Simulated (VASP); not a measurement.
# Ca4F in VASP: relaxation of the atoms with PBEsol

Aim: the relaxation of the atoms of Ca4F with PBEsol.

Everything below comes from runs of VASP 6.6.1. Logs are shortened: lines on timing, memory, paths and dates and some standing lists are left out, and cuts for length are marked.

## Step 1: The cell of the first run

The cell holds a slab with vacuum, 5 atoms: a = 4.323 Å, b = 4.323 Å, c = 25.485 Å, α = 90.00°, β = 90.00°, γ = 90.00°.

## Step 2: Relaxation of the atoms, PBEsol

INCAR reads:

```
  ALGO = Fast
  DIPOL = 0.5 0.5 0.504
  EDIFF = 1E-6
  EDIFFG = -0.03
  ENCUT = 520
  GGA = PS
  IBRION = 2
  IDIPOL = 3
  ISIF = 2
  ISMEAR = 0
  LASPH = True
  LCHARG = False
  LDIPOL = True
  LREAL = False
  LWAVE = False
  NELM = 60
  NSW = 90
  PREC = Accurate
  SIGMA = 0.1
```

KPOINTS reads:

```
k-points
0
Gamma
  7 7 1
```

POSCAR reads:

```
Ca4F
1.0
    4.3230137468      0.0000000000      0.0000000000
    0.0000000000      4.3230137468      0.0000000000
    0.0000000000      0.0000000000     25.4845206202
Ca F
4 1
Selective dynamics
Direct
    0.5000000000      0.5000000000      0.3335358011  F F F
    0.0000000000      0.0000000000      0.4183522630  F F F
    0.5000000000      0.5000000000      0.5001028185  T T T
    0.0000000000      0.0000000000      0.5868894074  T T T
    0.0000000000      0.0000000000      0.6787098515  T T T
```

Potentials or basis: VASP PAW PBE potentials, release 64 (Ca_sv, F).

Launch:

```console
$ cat potpaw_PBE.64/Ca_sv/POTCAR potpaw_PBE.64/F/POTCAR > POTCAR
$ mpirun -np 1 vasp_std > vasp.out
```

OUTCAR:

```text
EDIFF = 1E-6
   EDIFFG = -0.03
   ENCUT = 520
   GGA = PS
   IBRION = 2
   ISIF = 2
   ISMEAR = 0
   LASPH = True
   LREAL = False
   NELM = 60
   NSW = 90
   PREC = Accurate

 ion  position               nearest neighbor table
   1  0.500  0.500  0.334-
   2  0.000  0.000  0.418-
   3  0.500  0.500  0.500-
   4  0.000  0.000  0.587-   5 2.34
   5  0.000  0.000  0.679-   4 2.34

  LATTYP: Found a simple tetragonal cell.
 ALAT       =     4.3230137468
 C/A-ratio  =     5.8950820221

  Lattice vectors:

 A1 = (   4.3230137468,   0.0000000000,   0.0000000000)
 A2 = (   0.0000000000,   4.3230137468,   0.0000000000)
 A3 = (   0.0000000000,   0.0000000000,  25.4845206202)

Analysis of symmetry for initial positions (statically):
=====================================================================
 Subroutine PRICEL returns:
 Original cell was already a primitive cell.

 Routine SETGRP: Setting up the symmetry group for a
 simple tetragonal supercell.

 Subroutine GETGRP returns: Found  8 space group operations
 (whereof  8 operations were pure point group operations)
 out of a pool of 16 trial point group operations.

The static configuration has the point symmetry C_4v.

Analysis of symmetry for dynamics (positions and initial velocities):
=====================================================================
 Subroutine PRICEL returns:
 Original cell was already a primitive cell.

 Routine SETGRP: Setting up the symmetry group for a
 simple tetragonal supercell.

 Subroutine GETGRP returns: Found  8 space group operations
 (whereof  8 operations were pure point group operations)
 out of a pool of 16 trial point group operations.

The dynamic configuration has the point symmetry C_4v.

Analysis of constrained symmetry for selective dynamics:
=====================================================================
 Subroutine PRICEL returns:
 Original cell was already a primitive cell.

 Routine SETGRP: Setting up the symmetry group for a
 simple tetragonal supercell.

 Subroutine GETGRP returns: Found  8 space group operations
 (whereof  8 operations were pure point group operations)
 out of a pool of 16 trial point group operations.

[... 113 lines left out ...]
  Fermi-wavevector in a.u.,A,eV,Ry     =   0.756527  1.429628  7.787057  0.572333
  Thomas-Fermi vector in A             =   1.854667
   LORBIT       =      0    0 simple, 1 ext, 2 COOP (PROOUT), +10 PAW based schemes
   GGA     = PS    functional components
   LHFCALC =     F    Hartree Fock is set to
   AEXX    =    0.0000 exact exchange contribution
   IVDW    =     0    specifies the selected vdW correction
   LEPSILON=     F    determine dielectric tensor
   LRPA    =     F    only Hartree local field effects (RPA)
 conjugate gradient relaxation of ions
 non-spin polarized calculation
 RMM-DIIS sequential band-by-band and
 Gauss-broadening in eV      SIGMA  =   0.10
  energy-cutoff  :      520.00
  volume of cell :      476.27
 maximum number of plane-waves:     12898
   NGX = 17   NGY = 17   NGZ = 95

--------------------------------------- Ionic step        1  -------------------------------------------

 number of electron      46.9999994 magnetization

 Free energy of the ion-electron system (eV)
  ---------------------------------------------------
  ext. energy  EPLUGINS =         0.00000000
  ---------------------------------------------------
  free energy    TOTEN  =       -12.30909315 eV

  energy without entropy =      -12.28626805  energy(sigma->0) =      -12.29768060

------------------------ aborting loop because EDIFF is reached ----------------------------------------

  FORCE on cell =-STRESS in cart. coord.  units (eV):
  Direction    XX          YY          ZZ          XY          YZ          ZX
  --------------------------------------------------------------------------------------
  -------------------------------------------------------------------------------------
  Total        0.2018706      0.2018706     -7.4711901      0.0000000      0.0000000      0.0000000
  in kB        0.6791005      0.6791005    -25.1333669      0.0000000      0.0000000      0.0000000
  external PRESSURE =      -7.9250553 kB  Pullay stress =       0.0000000 kB
[... 98 lines left out ...]
  FREE ENERGIE OF THE ION-ELECTRON SYSTEM (eV)
  ---------------------------------------------------
  free  energy   TOTEN  =       -13.4799633504 eV

  energy  without entropy=      -13.4607721905  energy(sigma->0) =      -13.47036777

[... ionic steps 4 to 26 ...]

--------------------------------------- Ionic step       27  -------------------------------------------

 number of electron      46.9999996 magnetization

------------------------ aborting loop because EDIFF is reached ----------------------------------------
[... 73 lines left out ...]
--------------------------------------- Ionic step       29  -------------------------------------------

 number of electron      46.9999996 magnetization

 dipolmoment           0.000000      0.000000      0.480449 electrons x Angstroem

 Free energy of the ion-electron system (eV)
  ---------------------------------------------------
  ext. energy  EPLUGINS =         0.00000000
  ---------------------------------------------------
  free energy    TOTEN  =       -13.49430247 eV

  energy without entropy =      -13.47678357  energy(sigma->0) =      -13.48554302

 E-fermi :  -2.4948     XC(G=0):  -3.5599

 val. band max:       -2.5241377017   @ k =   0.4286   0.4286   0.0000
 cond. band min:      -2.4946952032   @ k =   0.0000   0.0000   0.0000
 fundamental gap:      0.0294424985
 Fermi energy:        -2.4947911542

 k-point     1 :       0.0000    0.0000    0.0000
  band No.  band energies     occupation
      1     -45.0305      2.00000
      2     -44.5287      2.00000
      3     -44.2375      2.00000
      4     -43.2040      2.00000
      5     -26.1141      2.00000
      6     -26.0498      2.00000
[... 299 lines left out ...]
     27      -2.0006      0.00000
     28      -1.6837      0.00000

------------------------ aborting loop because EDIFF is reached ----------------------------------------

 vacuum level on the upper side and lower side of the slab       (xc-potential included)         2.239        -2.287

  FORCE on cell =-STRESS in cart. coord.  units (eV):
  Direction    XX          YY          ZZ          XY          YZ          ZX
  --------------------------------------------------------------------------------------
  -------------------------------------------------------------------------------------
  Total       -0.7330400     -0.7330400      0.0130026      0.0000000     -0.0000000      0.0000000
  in kB       -2.4659742     -2.4659742      0.0437412      0.0000000     -0.0000000      0.0000000
  external PRESSURE =      -1.6294024 kB  Pullay stress =       0.0000000 kB
[... 20 lines left out ...]
  FREE ENERGIE OF THE ION-ELECTRON SYSTEM (eV)
  ---------------------------------------------------
  free  energy   TOTEN  =       -13.4943024735 eV

  energy  without entropy=      -13.4767835726  energy(sigma->0) =      -13.48554302

 reached required accuracy - stopping structural energy minimisation

 vacuum level on the upper side and lower side of the slab         4.833         0.183
```

OSZICAR:

```text
N       E                     dE             d eps       ncg     rms          rms(c)
DAV:   1     0.386662598286E+03    0.38666E+03   -0.22159E+04   768   0.130E+03
DAV:   2     0.364674295967E+02   -0.35020E+03   -0.34010E+03   612   0.372E+02
DAV:   3    -0.972323102621E+01   -0.46191E+02   -0.45481E+02   872   0.866E+01
[... 416 lines left out ...]
RMM:   2    -0.134942904318E+02   -0.58242E-04   -0.86934E-04   541   0.201E-01    0.165E-02
RMM:   3    -0.134943004920E+02   -0.10060E-04   -0.12616E-04   614   0.770E-02    0.777E-03
RMM:   4    -0.134943046444E+02   -0.41524E-05   -0.27382E-05   636   0.323E-02    0.586E-03
RMM:   5    -0.134943025103E+02    0.21341E-05   -0.76892E-06   582   0.176E-02    0.326E-03
RMM:   6    -0.134943024735E+02    0.36812E-07   -0.24761E-06   373   0.790E-03
  29 F= -.13494302E+02 E0= -.13485543E+02  d E =-.715762E-04
```

It took 87 min on 1 thread of Oxide Virtual Turin-like, shared host; peak memory 0.53 GiB.

Results:

- Free energy: -13.4943 eV
- Energy gained by relaxing: 237.0 meV/atom
- Ionic steps: 29
- Band gap on the k mesh: zero (an odd number of electrons rules out a gap without spin polarisation)

Step by step:
```tsv
step	energy change (eV)	largest force on free atoms (eV/Å)	pressure (GPa)
1	0.0000	3.8953	-0.79
2	-1.1039	1.6241	-0.33
3	-1.1709	0.4367	0.03
4	-1.1736	0.1336	-0.05
5	-1.1734	0.2010	-0.01
6	-1.1742	0.2224	-0.07
7	-1.1744	0.1444	-0.05
8	-1.1757	0.1274	-0.05
9	-1.1785	0.0772	-0.06
10	-1.1783	0.0957	-0.06
11	-1.1793	0.0383	-0.06
12	-1.1793	0.0339	-0.06
13	-1.1796	0.0380	-0.06
14	-1.1803	0.0835	-0.06
15	-1.1812	0.1734	-0.05
16	-1.1811	0.3609	-0.04
17	-1.1814	0.2618	-0.05
18	-1.1814	0.2607	-0.05
19	-1.1815	0.2596	-0.05
20	-1.1816	0.2546	-0.06
21	-1.1819	0.2459	-0.06
22	-1.1823	0.2291	-0.07
23	-1.1832	0.1952	-0.08
24	-1.1844	0.1265	-0.11
25	-1.1851	0.0398	-0.18
26	-1.1851	0.0356	-0.17
27	-1.1851	0.0344	-0.16
28	-1.1852	0.0332	-0.16
29	-1.1852	0.0299	-0.16
```

Final structure:
```cif
data_structure
_symmetry_space_group_name_H-M 'P 1'
_symmetry_Int_Tables_number 1
_cell_length_a 4.3230
_cell_length_b 4.3230
_cell_length_c 25.4845
_cell_angle_alpha 90.000
_cell_angle_beta 90.000
_cell_angle_gamma 90.000
_cell_volume 476.27
loop_
_atom_site_label
_atom_site_type_symbol
_atom_site_fract_x
_atom_site_fract_y
_atom_site_fract_z
_atom_site_occupancy
Ca1 Ca 0.50000 0.50000 0.33354 1
Ca2 Ca 0.00000 0.00000 0.41835 1
Ca3 Ca 0.50000 0.50000 0.50124 1
Ca4 Ca 0.00000 0.00000 0.60323 1
F1 F 0.00000 0.00000 0.67775 1
```

Caveat: the PAW data sets were made with another functional, which shifts forces and pressure a little; an odd number of electrons without spin polarisation forces a metal; a magnetic or distorted state may lie lower.

The gap in the log of VASP goes by the Fermi energy; the results here count the filled bands.